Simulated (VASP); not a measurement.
# LiTlS2 (P-4m2) in VASP: notebook

LiTlS2 is run at these levels: PBE; tasks: single point.

Program: VASP 6.6.1. These are calculated values, not measurements. Logs are shortened: lines on timing, memory, paths and dates and some standing lists are left out, and cuts for length are marked.

## 1. The cell of the first run

It takes space group P-4m2 (No. 115, tetragonal). The conventional cell has a = 4.067 Å, b = 4.067 Å, c = 5.719 Å, α = 90.00°, β = 90.00°, γ = 90.00°. Within 3.2 Å of Li (site symmetry -4m2) lie 4 S at 2.42 Å. Within 3.2 Å of S (site symmetry 2mm) lie 2 Li at 2.42 Å and 2 Tl at 2.55 Å. Tl (site symmetry -4m2) has 4 S at 2.55 Å within 3.4 Å.

## 2. Single point, PBE

File INCAR:

```
ALGO = Normal
EDIFF = 1E-6
ENCUT = 520
GGA = PE
ISIF = 2
ISMEAR = 0
LASPH = T
LCHARG = F
LREAL = F
LWAVE = F
NBANDS = 22
NELM = 80
PREC = Accurate
SIGMA = 0.01
```

File KPOINTS:

```
k-points
0
Gamma
  4 4 2
```

File POSCAR:

```
LiTlS2
1.0
    4.0667718535      0.0000000000      0.0000000000
    0.0000000000      4.0667718535      0.0000000000
    0.0000000000      0.0000000000      5.7187778076
Li S Tl
1 2 1
Direct
    0.0000000000      0.0000000000      0.0000000000
    0.0000000000      0.5000000000      0.2309016898
    0.5000000000      0.0000000000      0.7690983102
    0.5000000000      0.5000000000      0.5000000000
```

Potentials or basis: VASP PAW PBE potentials, release 64 (Li_sv, S, Tl_d).

Run with:

```sh
cat potpaw_PBE.64/Li_sv/POTCAR potpaw_PBE.64/S/POTCAR potpaw_PBE.64/Tl_d/POTCAR > POTCAR
mpirun -np 1 vasp_std > vasp.out
```

OUTCAR:

```text
EDIFF = 1E-6
   ENCUT = 520
   GGA = PE
   ISIF = 2
   ISMEAR = 0
   LASPH = T
   LREAL = F
   NELM = 80
   PREC = Accurate

 ion  position               nearest neighbor table
   1  0.000  0.000  0.000-   2 2.42   3 2.42   2 2.42   3 2.42
   2  0.000  0.500  0.231-   1 2.42   1 2.42   4 2.55   4 2.55
   3  0.500  0.000  0.769-   1 2.42   1 2.42   4 2.55   4 2.55
   4  0.500  0.500  0.500-   2 2.55   3 2.55   3 2.55   2 2.55

  LATTYP: Found a simple tetragonal cell.
 ALAT       =     4.0667718535
 C/A-ratio  =     1.4062204652

  Lattice vectors:

 A1 = (   4.0667718535,   0.0000000000,   0.0000000000)
 A2 = (   0.0000000000,   4.0667718535,   0.0000000000)
 A3 = (   0.0000000000,   0.0000000000,   5.7187778076)

Analysis of symmetry for initial positions (statically):
=====================================================================
 Subroutine PRICEL returns:
 Original cell was already a primitive cell.

 Routine SETGRP: Setting up the symmetry group for a
 simple tetragonal supercell.

 Subroutine GETGRP returns: Found  8 space group operations
 (whereof  8 operations were pure point group operations)
 out of a pool of 16 trial point group operations.

The static configuration has the point symmetry D_2d.

Analysis of symmetry for dynamics (positions and initial velocities):
=====================================================================
 Subroutine PRICEL returns:
 Original cell was already a primitive cell.

 Routine SETGRP: Setting up the symmetry group for a
 simple tetragonal supercell.

 Subroutine GETGRP returns: Found  8 space group operations
 (whereof  8 operations were pure point group operations)
 out of a pool of 16 trial point group operations.

The dynamic configuration has the point symmetry D_2d.

 Subroutine INISYM returns: Found  8 space group operations
 (whereof  8 operations are pure point group operations),
 and found     1 'primitive' translations

----------------------------------------------------------------------------------------

                                     Primitive cell

  volume of cell :      94.5808

  direct lattice vectors                    reciprocal lattice vectors
     4.066771853  0.000000000  0.000000000     0.245895279  0.000000000  0.000000000
     0.000000000  4.066771853  0.000000000     0.000000000  0.245895279  0.000000000
     0.000000000  0.000000000  5.718777808     0.000000000  0.000000000  0.174862538

  length of vectors
     4.066771853  4.066771853  5.718777808     0.245895279  0.245895279  0.174862538

  position of ions in fractional coordinates (direct lattice)
     0.000000000  0.000000000  0.000000000
     0.000000000  0.500000000  0.230901690
     0.500000000  0.000000000  0.769098310
     0.500000000  0.500000000  0.500000000

  ion indices of the primitive-cell ions
   primitive index   ion index
                 1           1
                 2           2
                 3           3
                 4           4

----------------------------------------------------------------------------------------

 KPOINTS: k-points

Automatic generation of k-mesh.
 Grid dimensions read from file:
 generate k-points for:    4    4    2

 Generating k-lattice:

  Cartesian coordinates                     Fractional coordinates (reciprocal lattice)
     0.061473820  0.000000000  0.000000000     0.250000000  0.000000000  0.000000000
     0.000000000  0.061473820  0.000000000     0.000000000  0.250000000  0.000000000
     0.000000000  0.000000000  0.087431269     0.000000000  0.000000000  0.500000000

  Length of vectors
     0.061473820  0.061473820  0.087431269

  Shift w.r.t. Gamma in fractional coordinates (k-lattice)
     0.000000000  0.000000000  0.000000000

 Subroutine IBZKPT returns following result:
 ===========================================

 Found     12 irreducible k-points:

 Following reciprocal coordinates:
            Coordinates               Weight
  0.000000  0.000000  0.000000      1.000000
  0.250000  0.000000  0.000000      4.000000
  0.500000  0.000000  0.000000      2.000000
  0.250000  0.250000  0.000000      4.000000
  0.500000  0.250000  0.000000      4.000000
  0.500000  0.500000  0.000000      1.000000
  0.000000  0.000000  0.500000      1.000000
  0.250000  0.000000  0.500000      4.000000
  0.500000  0.000000  0.500000      2.000000
  0.250000  0.250000  0.500000      4.000000
  0.500000  0.250000  0.500000      4.000000
  0.500000  0.500000  0.500000      1.000000
   k-points           NKPTS =     12   k-points in BZ     NKDIM =     12   number of bands    NBANDS=     22
   number of dos      NEDOS =    301   number of ions     NIONS =      4
   total plane-waves  NPLWV =  43200
   dimension x,y,z NGX =    30 NGY =   30 NGZ =   48
   dimension x,y,z NGXF=    60 NGYF=   60 NGZF=   96
   ions per type =               1   2   1
   NGX,Y,Z   is equivalent  to a cutoff of  12.26, 12.26, 13.95 a.u.
   NGXF,Y,Z  is equivalent  to a cutoff of  24.53, 24.53, 27.91 a.u.
 SYSTEM =  unknown system
   PREC   = accura    normal or accurate (medium, high low for compatibility)
   ISTART =      0    job   : 0-new  1-cont  2-samecut
   ICHARG =      2    charge: 1-file 2-atom 10-const
   ISPIN  =      1    spin polarized calculation?
   LNONCOLLINEAR =      F non collinear calculations
   LSORBIT =      F    spin-orbit coupling
   LASPH  =      T    aspherical Exc in radial PAW
   ENCUT  =  520.0 eV  38.22 Ry    6.18 a.u.   7.56  7.56 10.63*2*pi/ulx,y,z
   NELM   =     80;   NELMIN=  2; NELMDL= -5     # of ELM steps
   EDIFF  = 0.1E-05   stopping-criterion for ELM
   LREAL  =      F    real-space projection
   EDIFFG = 0.1E-04   stopping-criterion for IOM
   NSW    =      0    number of steps for IOM
   IBRION =     -1    ionic relax: 0-MD 1-quasi-New 2-CG
   NFREE  =      0    steps in history (QN), initial steepest desc. (CG)
   ISIF   =      2    stress and relaxation
   ISYM   =      2    0-nonsym 1-usesym 2-fastsym
   POTIM  = 0.5000    time-step for ionic-motion
   TEBEG  =    0.0;   TEEND  =   0.0 temperature during run
   PSTRESS=    0.0 pullay stress
   NELECT =      28.0000    total number of electrons
   NUPDOWN=      -1.0000    fix difference up-down
   EMIN   =  10.00;   EMAX   =-10.00  energy-range for DOS
   EFERMI =   0.00;   METHOD = LEGACY
   ISMEAR =     0;   SIGMA  =   0.01  broadening in eV -4-tet -1-fermi 0-gaus
   EFERMI_NEDOS =   21; number of points for ismear=-14 and -15
   IALGO  =     38    algorithm
   IMIX   =      4    mixing-type and parameters
     AMIX     =   0.40;   BMIX     =  1.00
     AMIX_MAG =   1.60;   BMIX_MAG =  1.00
  volume/ion in A,a.u.               =      23.65       159.57
  Fermi-wavevector in a.u.,A,eV,Ry     =   1.091088  2.061858 16.197377  1.190474
  Thomas-Fermi vector in A             =   2.227326
   LORBIT       =      0    0 simple, 1 ext, 2 COOP (PROOUT), +10 PAW based schemes
   GGA     = PE    functional components
   LHFCALC =     F    Hartree Fock is set to
   AEXX    =    0.0000 exact exchange contribution
   IVDW    =     0    specifies the selected vdW correction
   LEPSILON=     F    determine dielectric tensor
   LRPA    =     F    only Hartree local field effects (RPA)
 non-spin polarized calculation
 Gauss-broadening in eV      SIGMA  =   0.01
  energy-cutoff  :      520.00
  volume of cell :       94.58
 maximum number of plane-waves:      2566
   NGX = 15   NGY = 15   NGZ = 21

 number of electron      27.9999990 magnetization

 Free energy of the ion-electron system (eV)
  ---------------------------------------------------
  ext. energy  EPLUGINS =         0.00000000
  ---------------------------------------------------
  free energy    TOTEN  =       -14.85037149 eV

  energy without entropy =      -14.85037149  energy(sigma->0) =      -14.85037149

 E-fermi :   2.3983     XC(G=0):  -8.6035

 val. band max:        2.2701591439   @ k =   0.0000   0.0000   0.0000
 cond. band min:       3.1970093044   @ k =   0.0000   0.0000   0.0000
 fundamental gap:      0.9268501606
 Fermi energy:         2.3982647897

 k-point     1 :       0.0000    0.0000    0.0000
  band No.  band energies     occupation
      1     -41.7133      2.00000
      2      -9.9149      2.00000
      3      -9.6347      2.00000
      4      -8.3130      2.00000
      5      -8.3130      2.00000
      6      -8.1802      2.00000
[... 14 lines left out ...]
     21      12.1060      0.00000
     22      13.5701      0.00000

 k-point     2 :       0.2500    0.0000    0.0000
  band No.  band energies     occupation
      1     -41.7132      2.00000
      2      -9.8150      2.00000
      3      -9.6424      2.00000
      4      -8.3076      2.00000
      5      -8.2165      2.00000
      6      -8.0809      2.00000
[... 14 lines left out ...]
     21      11.6361      0.00000
     22      11.9155      0.00000

 k-point     3 :       0.5000    0.0000    0.0000
  band No.  band energies     occupation
      1     -41.7131      2.00000
      2      -9.7183      2.00000
      3      -9.6678      2.00000
      4      -8.3021      2.00000
      5      -8.1780      2.00000
      6      -8.0850      2.00000
[... 14 lines left out ...]
     21      10.8915      0.00000
     22      11.3463      0.00000

 k-point     4 :       0.2500    0.2500    0.0000
  band No.  band energies     occupation
      1     -41.7131      2.00000
      2      -9.7436      2.00000
      3      -9.6397      2.00000
      4      -8.2794      2.00000
      5      -8.1556      2.00000
      6      -8.0923      2.00000
[... 14 lines left out ...]
     21      10.8883      0.00000
     22      11.1593      0.00000

 k-point     5 :       0.5000    0.2500    0.0000
  band No.  band energies     occupation
      1     -41.7129      2.00000
      2      -9.6829      2.00000
      3      -9.6472      2.00000
      4      -8.2377      2.00000
      5      -8.1267      2.00000
      6      -8.1239      2.00000
[... 14 lines left out ...]
     21      11.9431      0.00000
     22      12.2693      0.00000

 k-point     6 :       0.5000    0.5000    0.0000
  band No.  band energies     occupation
      1     -41.7128      2.00000
      2      -9.6470      2.00000
      3      -9.6470      2.00000
      4      -8.1612      2.00000
      5      -8.1382      2.00000
      6      -8.0977      2.00000
[... 14 lines left out ...]
     21      13.3772      0.00000
     22      13.3772      0.00000

 k-point     7 :       0.0000    0.0000    0.5000
  band No.  band energies     occupation
      1     -41.7134      2.00000
      2      -9.7899      2.00000
      3      -9.6676      2.00000
      4      -8.3164      2.00000
      5      -8.3164      2.00000
      6      -8.1710      2.00000
[... 14 lines left out ...]
     21      10.6070      0.00000
     22      11.5507      0.00000

 k-point     8 :       0.2500    0.0000    0.5000
  band No.  band energies     occupation
      1     -41.7132      2.00000
      2      -9.7588      2.00000
      3      -9.6493      2.00000
      4      -8.3106      2.00000
      5      -8.1796      2.00000
      6      -8.0679      2.00000
[... 14 lines left out ...]
     21      10.6604      0.00000
     22      10.8641      0.00000

 k-point     9 :       0.5000    0.0000    0.5000
  band No.  band energies     occupation
      1     -41.7131      2.00000
      2      -9.7328      2.00000
      3      -9.6472      2.00000
      4      -8.3046      2.00000
      5      -8.1552      2.00000
      6      -8.0845      2.00000
[... 14 lines left out ...]
     21      10.7442      0.00000
     22      11.1522      0.00000

 k-point    10 :       0.2500    0.2500    0.5000
  band No.  band energies     occupation
      1     -41.7131      2.00000
      2      -9.7254      2.00000
      3      -9.6411      2.00000
      4      -8.2814      2.00000
      5      -8.1337      2.00000
      6      -8.0915      2.00000
[... 14 lines left out ...]
     21      10.4865      0.00000
     22      11.3230      0.00000

 k-point    11 :       0.5000    0.2500    0.5000
  band No.  band energies     occupation
      1     -41.7129      2.00000
      2      -9.6975      2.00000
      3      -9.6458      2.00000
      4      -8.2390      2.00000
      5      -8.1233      2.00000
      6      -8.1113      2.00000
[... 14 lines left out ...]
     21      11.1483      0.00000
     22      11.9429      0.00000

 k-point    12 :       0.5000    0.5000    0.5000
  band No.  band energies     occupation
      1     -41.7128      2.00000
      2      -9.6617      2.00000
      3      -9.6617      2.00000
      4      -8.1605      2.00000
      5      -8.1389      2.00000
      6      -8.0881      2.00000
[... 14 lines left out ...]
     21      10.5708      0.00000
     22      12.0072      0.00000

------------------------ aborting loop because EDIFF is reached ----------------------------------------

  FORCE on cell =-STRESS in cart. coord.  units (eV):
  Direction    XX          YY          ZZ          XY          YZ          ZX
  --------------------------------------------------------------------------------------
  -------------------------------------------------------------------------------------
  Total        0.7915602      0.7915602      0.7549046      0.0000000      0.0000000     -0.0000000
  in kB       13.4088557     13.4088557     12.7879180      0.0000000      0.0000000     -0.0000000
  external PRESSURE =      13.2018764 kB  Pullay stress =       0.0000000 kB

 VOLUME and BASIS-vectors are now :
 -----------------------------------------------------------------------------
  energy-cutoff  :      520.00
  volume of cell :       94.58
      direct lattice vectors                 reciprocal lattice vectors
     4.066771853  0.000000000  0.000000000     0.245895279  0.000000000  0.000000000
     0.000000000  4.066771853  0.000000000     0.000000000  0.245895279  0.000000000
     0.000000000  0.000000000  5.718777808     0.000000000  0.000000000  0.174862538

 POSITION                                       TOTAL-FORCE (eV/Angst)
 -----------------------------------------------------------------------------------
      0.00000      0.00000      0.00000         0.000000      0.000000      0.000000
      0.00000      2.03339      1.32048         0.000000      0.000000     -0.169881
      2.03339      0.00000      4.39830        -0.000000      0.000000      0.169881
      2.03339      2.03339      2.85939         0.000000      0.000000      0.000000
 -----------------------------------------------------------------------------------
    total drift:                                0.000000      0.000000      0.000000

  FREE ENERGIE OF THE ION-ELECTRON SYSTEM (eV)
  ---------------------------------------------------
  free  energy   TOTEN  =       -14.8503714927 eV

  energy  without entropy=      -14.8503714927  energy(sigma->0) =      -14.85037149
```

Wall time 22 s (1 thread of Intel Xeon Platinum 8259CL at 2.50GHz (Skylake/Cascade Lake), shared host); peak memory 0.2 GiB.

Results:

| Item | Value |
| --- | --- |
| Free energy | -14.8504 eV |
| Largest force | 0.170 eV/Å |
| Band gap on the k mesh | 0.93 eV, direct |

Forces on the atoms (eV/Å):
```
Li   0.000  0.000  0.000
S    0.000  0.000 -0.170
S    0.000  0.000  0.170
Tl   0.000  0.000  0.000
```

Caveat: the k points lie up to 0.55 Å⁻¹ apart; the cutoff is under 1.25 times the usual one of these potentials, so pressure, stress and relaxed cells hold a basis-set (Pulay) error; spin-orbit coupling is left out, which moves the levels of the heavy elements. A k mesh can miss the band edges.

## 3. Single point, PBE

File INCAR:

```
SYSTEM = LiTlS2
PREC     = Accurate       ! precision mode
ENCUT    = 520            ! plane-wave cutoff, eV
EDIFF    = 1E-6           ! SCF threshold, eV
ISMEAR   = 0              ! smearing method
SIGMA    = 0.01           ! smearing width, eV
LREAL    = .False.        ! projectors in reciprocal space
LASPH    = .True.         ! aspherical terms in the spheres
NELM     = 60             ! most SCF steps
ALGO     = Normal         ! electronic algorithm
ISIF     = 2              ! what is computed and relaxed
LWAVE    = .False.        ! write WAVECAR
LCHARG   = .False.        ! write CHGCAR
GGA      = PE             ! functional
NBANDS   = 22             ! bands
```

File KPOINTS:

```
Automatic mesh
0
Gamma
  4 4 2
  0 0 0
```

POSCAR is that of step 2.

Potentials or basis: VASP PAW PBE potentials, release 64 (Li_sv, S, Tl_d).

Run with:

```sh
cat potpaw_PBE.64/Li_sv/POTCAR potpaw_PBE.64/S/POTCAR potpaw_PBE.64/Tl_d/POTCAR > POTCAR
mpirun -np 1 vasp_std > vasp.out
```

It took 24 s on 1 thread of Intel Xeon Platinum 8259CL at 2.50GHz (Skylake/Cascade Lake), shared host; peak memory 0.2 GiB.

Results (log left out):

```yaml
Free_energy: -14.8504 eV
Largest_force: 0.170 eV/Å
Band_gap_on_the_k_mesh: 0.93 eV, direct
```

Forces on the atoms (eV/Å):
```
Li   0.000  0.000  0.000
S    0.000  0.000 -0.170
S    0.000  0.000  0.170
Tl   0.000  0.000  0.000
```

Levels at points of the mesh, in eV from the valence-band top:
```csv
k point,band 11,band 12,band 13,band 14,band 15,band 16,band 17,band 18
"(0.00, 0.00, 0.00)",-1.67,-0.20,0.00,0.00,0.93,3.72,5.89,6.47
"(0.50, 0.00, 0.00)",-1.99,-1.58,-0.94,-0.46,2.63,5.92,5.94,6.89
"(0.50, 0.50, 0.00)",-1.88,-1.70,-1.70,-1.11,2.18,3.73,3.73,7.15
"(0.00, 0.00, 0.50)",-1.20,-1.20,-0.65,-0.65,2.44,3.95,5.54,7.42
"(0.50, 0.00, 0.50)",-0.87,-0.80,-0.55,-0.45,1.34,5.48,6.33,6.72
"(0.50, 0.50, 0.50)",-2.04,-2.04,-1.62,-1.45,3.50,5.58,5.58,7.73
```

Caveat: the k points lie up to 0.55 Å⁻¹ apart; the cutoff is under 1.25 times the usual one of these potentials, so pressure, stress and relaxed cells hold a basis-set (Pulay) error; spin-orbit coupling is left out, which moves the levels of the heavy elements. Expect the measured gap to be larger: semilocal functionals such as PBE lack the derivative discontinuity.
